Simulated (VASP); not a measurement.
Input of a VASP 6.6.1 run:

INCAR

```
SYSTEM = Ru
ALGO = Normal ; EDIFF = 1E-6
ENCUT = 520 ; GGA = PE
ISIF = 2 ; ISMEAR = 0
LASPH = .TRUE. ; LCHARG = .FALSE.
LREAL = .FALSE. ; LWAVE = .FALSE.
NBANDS = 21 ; NELM = 60
PREC = Accurate ; SIGMA = 0.016
```

KPOINTS

```
k-points
0
G
  11 11 6
  0 0 0
```

The input POSCAR:

```
Ru
1.0
    2.7058000000      0.0000000000      0.0000000000
   -1.3529000000      2.3432915376      0.0000000000
    0.0000000000      0.0000000000      4.2819000000
Ru
2
Direct
    0.6666666667      0.3333333333      0.7500000000
    0.3333333333      0.6666666667      0.2500000000
```

Potentials or basis: VASP PAW PBE potentials, release 64 (Ru_pv).

Run with:

```bash
$ cat potpaw_PBE.64/Ru_pv/POTCAR > POTCAR
$ mpirun -np 1 vasp_std > vasp.out
```

Problem. Predict the pressure.

Solution. 4.4 GPa.

Problem. Predict the band gap on the k mesh.

Solution. Zero (band 14 reaches 14.34 eV, above the bottom of band 15 at 11.27 eV).
